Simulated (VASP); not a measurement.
# Si4S (P6/mmm) in VASP: notebook

Runs on Si4S. Level: PBE. Tasks: single point, relaxation of cell and atoms.

All numbers are computed with VASP 6.6.1; they aren't measurements. Logs are shortened: lines on timing, memory, paths and dates and some standing lists are left out, and cuts for length are marked.

## 1. The cell of the first run

It takes space group P6/mmm (No. 191, hexagonal). The conventional cell has a = 4.033 Å, b = 4.033 Å, c = 6.698 Å, α = 90.00°, β = 90.00°, γ = 120.00°. Within 3.1 Å of Si (site symmetry 3m) lie 4 Si at 2.33 to 2.78 Å and 3 S at 3.04 Å. Within 4.0 Å of S (site symmetry 6/mmm) lie 12 Si at 3.04 Å.

## 2. Single point, PBE

File INCAR:

```
SYSTEM = Si4S
PREC     = Accurate       ! precision mode
ENCUT    = 520            ! plane-wave cutoff, eV
EDIFF    = 1E-6           ! SCF threshold, eV
ISMEAR   = 0              ! smearing method
SIGMA    = 0.1            ! smearing width, eV
LREAL    = .False.        ! projectors in reciprocal space
LASPH    = .True.         ! aspherical terms in the spheres
NELM     = 100            ! most SCF steps
ALGO     = Normal         ! electronic algorithm
ISIF     = 2              ! what is computed and relaxed
LWAVE    = .False.        ! write WAVECAR
LCHARG   = .False.        ! write CHGCAR
GGA      = PE             ! functional
NBANDS   = 19             ! bands
```

File KPOINTS:

```
regular mesh
0
Gamma
  12 12 6
  0 0 0
```

File POSCAR:

```
Si4S
1.0
    4.0331219543      0.0000000000      0.0000000000
   -2.0165609772      3.4927860689      0.0000000000
    0.0000000000      0.0000000000      6.6976223020
Si S
4 1
Direct
    0.3333333333      0.6666666667      0.7078971530
    0.6666666667      0.3333333333      0.7078971530
    0.6666666667      0.3333333333      0.2921028470
    0.3333333333      0.6666666667      0.2921028470
    0.0000000000      0.0000000000      0.0000000000
```

Potentials or basis: VASP PAW PBE potentials, release 64 (Si, S).

Command:

```sh
$ cat potpaw_PBE.64/Si/POTCAR potpaw_PBE.64/S/POTCAR > POTCAR
$ mpirun -np 1 vasp_std > vasp.out
```

OUTCAR:

```text
SYSTEM = Si4S
   PREC = Accurate
   ENCUT = 520
   EDIFF = 1E-6
   ISMEAR = 0
   LREAL = .False.
   LASPH = .True.
   NELM = 100
   ISIF = 2
   GGA = PE

 ion  position               nearest neighbor table
   1  0.333  0.667  0.708-   2 2.33   2 2.33   2 2.33   4 2.78
   2  0.667  0.333  0.708-   1 2.33   1 2.33   1 2.33   3 2.78
   3  0.667  0.333  0.292-   4 2.33   4 2.33   4 2.33   2 2.78
   4  0.333  0.667  0.292-   3 2.33   3 2.33   3 2.33   1 2.78
   5  0.000  0.000  0.000-

  LATTYP: Found a hexagonal cell.
 ALAT       =     4.0331219543
 C/A-ratio  =     1.6606545445

  Lattice vectors:

 A1 = (   4.0331219543,   0.0000000000,   0.0000000000)
 A2 = (  -2.0165609772,   3.4927860689,   0.0000000000)
 A3 = (   0.0000000000,   0.0000000000,   6.6976223020)

Analysis of symmetry for initial positions (statically):
=====================================================================
 Subroutine PRICEL returns:
 Original cell was already a primitive cell.

 Routine SETGRP: Setting up the symmetry group for a
 hexagonal supercell.

 Subroutine GETGRP returns: Found 24 space group operations
 (whereof 24 operations were pure point group operations)
 out of a pool of 24 trial point group operations.

The static configuration has the point symmetry D_6h.

Analysis of symmetry for dynamics (positions and initial velocities):
=====================================================================
 Subroutine PRICEL returns:
 Original cell was already a primitive cell.

 Routine SETGRP: Setting up the symmetry group for a
 hexagonal supercell.

 Subroutine GETGRP returns: Found 24 space group operations
 (whereof 24 operations were pure point group operations)
 out of a pool of 24 trial point group operations.

The dynamic configuration has the point symmetry D_6h.

 Subroutine INISYM returns: Found 24 space group operations
 (whereof 24 operations are pure point group operations),
 and found     1 'primitive' translations

----------------------------------------------------------------------------------------

                                     Primitive cell

  volume of cell :      94.3483

  direct lattice vectors                    reciprocal lattice vectors
     4.033121954  0.000000000  0.000000000     0.247946879  0.143152197  0.000000000
    -2.016560977  3.492786069  0.000000000     0.000000000  0.286304394  0.000000000
     0.000000000  0.000000000  6.697622302     0.000000000  0.000000000  0.149306717

  length of vectors
     4.033121954  4.033121954  6.697622302     0.286304394  0.286304394  0.149306717

  position of ions in fractional coordinates (direct lattice)
     0.333333333  0.666666667  0.707897153
     0.666666667  0.333333333  0.707897153
     0.666666667  0.333333333  0.292102847
     0.333333333  0.666666667  0.292102847
     0.000000000  0.000000000  0.000000000

  ion indices of the primitive-cell ions
   primitive index   ion index
                 1           1
                 2           2
                 3           3
                 4           4
                 5           5

----------------------------------------------------------------------------------------

 KPOINTS: regular mesh

Automatic generation of k-mesh.
 Grid dimensions read from file:
 generate k-points for:   12   12    6

 Generating k-lattice:

  Cartesian coordinates                     Fractional coordinates (reciprocal lattice)
     0.020662240  0.011929350  0.000000000     0.083333333 -0.000000000  0.000000000
     0.000000000  0.023858700  0.000000000     0.000000000  0.083333333  0.000000000
     0.000000000  0.000000000  0.024884453     0.000000000  0.000000000  0.166666667

  Length of vectors
     0.023858700  0.023858700  0.024884453

  Shift w.r.t. Gamma in fractional coordinates (k-lattice)
     0.000000000  0.000000000  0.000000000

 Subroutine IBZKPT returns following result:
 ===========================================

 Found     76 irreducible k-points:

 Following reciprocal coordinates:
            Coordinates               Weight
  0.000000  0.000000  0.000000      1.000000
  0.083333 -0.000000  0.000000      6.000000
  0.166667  0.000000  0.000000      6.000000
  0.250000 -0.000000  0.000000      6.000000
  0.333333  0.000000  0.000000      6.000000
  0.416667 -0.000000  0.000000      6.000000
[... 16 lines left out ...]
  0.250000 -0.000000  0.166667     12.000000
  0.333333  0.000000  0.166667     12.000000
 [... further k-points ...]
   k-points           NKPTS =     76   k-points in BZ     NKDIM =     76   number of bands    NBANDS=     19
   number of dos      NEDOS =    301   number of ions     NIONS =      5
   total plane-waves  NPLWV =  45000
   dimension x,y,z NGX =    30 NGY =   30 NGZ =   50
   dimension x,y,z NGXF=    60 NGYF=   60 NGZF=  100
   ions per type =               4   1
   NGX,Y,Z   is equivalent  to a cutoff of  12.37, 12.37, 12.41 a.u.
   NGXF,Y,Z  is equivalent  to a cutoff of  24.73, 24.73, 24.82 a.u.
 SYSTEM =  Si4S
   PREC   = accura    normal or accurate (medium, high low for compatibility)
   ISTART =      0    job   : 0-new  1-cont  2-samecut
   ICHARG =      2    charge: 1-file 2-atom 10-const
   ISPIN  =      1    spin polarized calculation?
   LNONCOLLINEAR =      F non collinear calculations
   LSORBIT =      F    spin-orbit coupling
   LASPH  =      T    aspherical Exc in radial PAW
   ENCUT  =  520.0 eV  38.22 Ry    6.18 a.u.   7.50  7.50 12.45*2*pi/ulx,y,z
   NELM   =    100;   NELMIN=  2; NELMDL= -5     # of ELM steps
   EDIFF  = 0.1E-05   stopping-criterion for ELM
   LREAL  =      F    real-space projection
   EDIFFG = 0.1E-04   stopping-criterion for IOM
   NSW    =      0    number of steps for IOM
   IBRION =     -1    ionic relax: 0-MD 1-quasi-New 2-CG
   NFREE  =      0    steps in history (QN), initial steepest desc. (CG)
   ISIF   =      2    stress and relaxation
   ISYM   =      2    0-nonsym 1-usesym 2-fastsym
   POTIM  = 0.5000    time-step for ionic-motion
   TEBEG  =    0.0;   TEEND  =   0.0 temperature during run
   PSTRESS=    0.0 pullay stress
   NELECT =      22.0000    total number of electrons
   NUPDOWN=      -1.0000    fix difference up-down
   EMIN   =  10.00;   EMAX   =-10.00  energy-range for DOS
   EFERMI =   0.00;   METHOD = LEGACY
   ISMEAR =     0;   SIGMA  =   0.10  broadening in eV -4-tet -1-fermi 0-gaus
   EFERMI_NEDOS =   21; number of points for ismear=-14 and -15
   IALGO  =     38    algorithm
   IMIX   =      4    mixing-type and parameters
     AMIX     =   0.40;   BMIX     =  1.00
     AMIX_MAG =   1.60;   BMIX_MAG =  1.00
  volume/ion in A,a.u.               =      18.87       127.34
  Fermi-wavevector in a.u.,A,eV,Ry     =   1.007638  1.904159 13.814453  1.015334
  Thomas-Fermi vector in A             =   2.140455
   LORBIT       =      0    0 simple, 1 ext, 2 COOP (PROOUT), +10 PAW based schemes
   GGA     = PE    functional components
   LHFCALC =     F    Hartree Fock is set to
   AEXX    =    0.0000 exact exchange contribution
   IVDW    =     0    specifies the selected vdW correction
   LEPSILON=     F    determine dielectric tensor
   LRPA    =     F    only Hartree local field effects (RPA)
 non-spin polarized calculation
 Gauss-broadening in eV      SIGMA  =   0.10
  energy-cutoff  :      520.00
  volume of cell :       94.35
 maximum number of plane-waves:      2565
 NGX is ok and might be reduce to    30
   NGX = 15   NGY = 15   NGZ = 25

 number of electron      22.0000001 magnetization

 Free energy of the ion-electron system (eV)
  ---------------------------------------------------
  ext. energy  EPLUGINS =         0.00000000
  ---------------------------------------------------
  free energy    TOTEN  =       -23.24126495 eV

  energy without entropy =      -23.23413773  energy(sigma->0) =      -23.23770134

 E-fermi :   6.5276     XC(G=0):  -9.8798

 val. band max:        6.5267810746   @ k =   0.4167   0.1667   0.0000
 cond. band min:       6.5308824758   @ k =   0.3333   0.2500   0.3333
 fundamental gap:      0.0041014013
 Fermi energy:         6.5275802701

 k-point     1 :       0.0000    0.0000    0.0000
  band No.  band energies     occupation
      1      -7.1654      2.00000
      2      -4.1633      2.00000
      3      -4.0048      2.00000
      4       3.1032      2.00000
      5       3.9536      2.00000
      6       3.9536      2.00000
[... 11 lines left out ...]
     18       9.2770      0.00000
     19       9.6546      0.00000

 k-point     2 :       0.0833   -0.0000    0.0000
  band No.  band energies     occupation
      1      -7.1060      2.00000
      2      -4.1317      2.00000
      3      -3.9283      2.00000
      4       2.7250      2.00000
      5       3.1215      2.00000
      6       3.5550      2.00000
[... 11 lines left out ...]
     18       9.3593      0.00000
     19       9.9555      0.00000

 k-point     3 :       0.1667    0.0000    0.0000
  band No.  band energies     occupation
      1      -6.9328      2.00000
      2      -4.0440      2.00000
      3      -3.7001      2.00000
      4       1.5764      2.00000
      5       2.5777      2.00000
      6       3.0513      2.00000
[... 11 lines left out ...]
     18      10.0844      0.00000
     19      11.0402      0.00000

 k-point     4 :       0.2500   -0.0000    0.0000
  band No.  band energies     occupation
      1      -6.6641      2.00000
      2      -3.9235      2.00000
      3      -3.3241      2.00000
      4       0.4289      2.00000
      5       2.1404      2.00000
      6       2.1432      2.00000
[... 407 lines left out ...]
     18      10.3536      0.00000
     19      10.8294      0.00000

 k-point    23 :       0.2500   -0.0000    0.1667
  band No.  band energies     occupation
      1      -6.6284      2.00000
      2      -4.2686      2.00000
      3      -2.9514      2.00000
      4       0.5072      2.00000
      5       1.6956      2.00000
      6       2.5672      2.00000
[... 11 lines left out ...]
     18      11.1142      0.00000
     19      11.9501      0.00000

 k-point    24 :       0.3333    0.0000    0.1667
  band No.  band energies     occupation
      1      -6.3152      2.00000
      2      -3.9708      2.00000
      3      -2.6738      2.00000
      4      -0.4604      2.00000
      5       0.7964      2.00000
      6       2.1309      2.00000
[... 11 lines left out ...]
     18      12.0398      0.00000
     19      12.1340      0.00000

 [... further k-points ...]

------------------------ aborting loop because EDIFF is reached ----------------------------------------

  FORCE on cell =-STRESS in cart. coord.  units (eV):
  Direction    XX          YY          ZZ          XY          YZ          ZX
  --------------------------------------------------------------------------------------
  -------------------------------------------------------------------------------------
  Total       -0.0578045     -0.0578045     -0.0120751      0.0000000      0.0000000     -0.0000000
  in kB       -0.9816089     -0.9816089     -0.2050537      0.0000000      0.0000000     -0.0000000
  external PRESSURE =      -0.7227572 kB  Pullay stress =       0.0000000 kB

 VOLUME and BASIS-vectors are now :
 -----------------------------------------------------------------------------
  energy-cutoff  :      520.00
  volume of cell :       94.35
      direct lattice vectors                 reciprocal lattice vectors
     4.033121954  0.000000000  0.000000000     0.247946879  0.143152197  0.000000000
    -2.016560977  3.492786069  0.000000000     0.000000000  0.286304394  0.000000000
     0.000000000  0.000000000  6.697622302     0.000000000  0.000000000  0.149306717

 POSITION                                       TOTAL-FORCE (eV/Angst)
 -----------------------------------------------------------------------------------
     -0.00000      2.32852      4.74123         0.000000      0.000000     -0.000631
      2.01656      1.16426      4.74123        -0.000000     -0.000000     -0.000631
      2.01656      1.16426      1.95639        -0.000000     -0.000000      0.000631
     -0.00000      2.32852      1.95639        -0.000000      0.000000      0.000631
      0.00000      0.00000      0.00000        -0.000000      0.000000      0.000000
 -----------------------------------------------------------------------------------
    total drift:                                0.000000      0.000000      0.000000

  FREE ENERGIE OF THE ION-ELECTRON SYSTEM (eV)
  ---------------------------------------------------
  free  energy   TOTEN  =       -23.2412649519 eV

  energy  without entropy=      -23.2341377299  energy(sigma->0) =      -23.23770134
```

It took 93 s on 1 thread of Intel Xeon Platinum 8259CL at 2.50GHz (Skylake/Cascade Lake), shared host; peak memory 0.25 GiB.

Results:

| Quantity | Value |
| --- | --- |
| Free energy | -23.2413 eV |
| Pressure | -0.1 GPa |
| Band gap on the k mesh | zero (band 11 reaches 7.68 eV, above the bottom of band 12 at 5.13 eV) |

Stress tensor (GPa, compression positive):
```
-0.10  0.00  0.00
 0.00 -0.10  0.00
 0.00  0.00 -0.02
```

Levels at points of the mesh, in eV from the Fermi level:
```tsv
k point	band 7	band 8	band 9	band 10	band 11	band 12	band 13	band 14	band 15	band 16
(0.00, 0.00, 0.00)	-2.18	-2.18	-1.90	-1.44	-1.33	-1.33	1.47	2.53	2.53	2.61
(0.50, 0.00, 0.00)	-4.48	-2.62	-2.03	-1.25	-1.21	-0.32	1.21	2.35	2.55	5.88
(0.00, 0.00, 0.50)	-2.13	-2.13	-1.61	-1.61	-1.29	-0.09	0.55	0.70	1.49	1.49
(0.50, 0.00, 0.50)	-3.72	-3.27	-2.90	-2.33	-0.21	-0.03	0.44	1.59	3.62	4.25
```

## 3. Relaxation of cell and atoms, PBE

This run uses another cell than the first one, of 18.01 Å³/atom, 0.954 times its volume.

File INCAR:

```
PREC = Accurate
ENCUT = 600
EDIFF = 1E-7
ISMEAR = 0
SIGMA = 0.1
LREAL = F
LASPH = T
NELM = 100
ALGO = Normal
ISIF = 3
LWAVE = F
LCHARG = F
GGA = PE
IBRION = 2
NSW = 100
EDIFFG = -0.01
```

File KPOINTS:

```
regular mesh
0
Gamma
  12 12 6
```

File POSCAR:

```
Si4S
1.0
    4.1141465853      0.0000000000      0.0000000000
   -2.0570732927      3.5629554578      0.0000000000
    0.0000000000      0.0000000000      6.1425179424
Si S
4 1
Direct
    0.3333333333      0.6666666667      0.7208884382
    0.6666666667      0.3333333333      0.7208884382
    0.6666666667      0.3333333333      0.2791115618
    0.3333333333      0.6666666667      0.2791115618
    0.0000000000      0.0000000000      0.0000000000
```

Potentials or basis: VASP PAW PBE potentials, release 64 (Si, S).

Command:

```sh
$ cat potpaw_PBE.64/Si/POTCAR potpaw_PBE.64/S/POTCAR > POTCAR
$ mpirun -np 1 vasp_std > vasp.out
```

It took 13 min on 1 thread of Intel Xeon Platinum 8259CL at 2.50GHz (Skylake/Cascade Lake), shared host; peak memory 0.31 GiB.

Results (log left out):

```
Free energy                            : -23.2413 eV
Relaxed volume                         : 18.86 Å³/atom
Relaxed cell                           : a = 4.032 Å, b = 4.032 Å, c = 6.699 Å, α = 90.00°, β = 90.00°, γ = 120.00°
Space group after relaxing (to 0.05 Å) : P6/mmm (No. 191)
Energy gained by relaxing              : 21.9 meV/atom
Ionic steps                            : 14
Pressure after relaxing                : 0.0 GPa
Band gap on the k mesh                 : zero (band 11 reaches 7.69 eV, above the bottom of band 12 at 5.14 eV)
```

Forces on the atoms (eV/Å):
```
Si   0.000  0.000 -0.003
Si   0.000  0.000 -0.003
Si   0.000  0.000  0.003
Si   0.000  0.000  0.003
S    0.000  0.000  0.000
```

The path:
```csv
step,energy change (eV),largest force (eV/Å),pressure (GPa),volume (Å³)
1,0.0000,0.1288,0.23,90.04
2,-0.0162,0.1442,0.32,90.37
3,-0.0619,0.1313,0.64,91.32
4,-0.0857,0.1127,1.92,92.97
5,-0.0933,0.1275,1.35,92.34
6,-0.1040,0.1062,0.01,94.14
7,-0.1045,0.1003,-0.30,94.57
8,-0.1064,0.0792,-0.26,94.58
9,-0.1091,0.0189,-0.16,94.62
10,-0.1092,0.0075,-0.14,94.63
11,-0.1095,0.0049,0.02,94.36
12,-0.1096,0.0035,0.10,94.23
13,-0.1097,0.0022,-0.06,94.34
14,-0.1097,0.0026,-0.01,94.30
```

Final structure:
```cif
data_structure
_symmetry_space_group_name_H-M 'P 1'
_symmetry_Int_Tables_number 1
_cell_length_a 4.0316
_cell_length_b 4.0316
_cell_length_c 6.6991
_cell_angle_alpha 90.000
_cell_angle_beta 90.000
_cell_angle_gamma 120.000
_cell_volume 94.30
loop_
_atom_site_label
_atom_site_type_symbol
_atom_site_fract_x
_atom_site_fract_y
_atom_site_fract_z
_atom_site_occupancy
Si1 Si 0.33333 0.66667 0.70797 1
Si2 Si 0.66667 0.33333 0.70797 1
Si3 Si 0.66667 0.33333 0.29203 1
Si4 Si 0.33333 0.66667 0.29203 1
S1 S 0.00000 0.00000 0.00000 1
```

Levels at points of the mesh, in eV from the Fermi level:
| k point | band 7 | band 8 | band 9 | band 10 | band 11 | band 12 | band 13 | band 14 | band 15 |
| --- | --- | --- | --- | --- | --- | --- | --- | --- | --- |
| (0.00, 0.00, 0.00) | -2.18 | -2.18 | -1.90 | -1.43 | -1.34 | -1.34 | 1.48 | 2.53 | 2.53 |
| (0.50, 0.00, 0.00) | -4.49 | -2.62 | -2.04 | -1.25 | -1.21 | -0.31 | 1.21 | 2.34 | 2.54 |
| (0.00, 0.00, 0.50) | -2.13 | -2.13 | -1.61 | -1.61 | -1.28 | -0.10 | 0.55 | 0.71 | 1.49 |
| (0.50, 0.00, 0.50) | -3.72 | -3.27 | -2.91 | -2.33 | -0.21 | -0.03 | 0.43 | 1.59 | 3.61 |
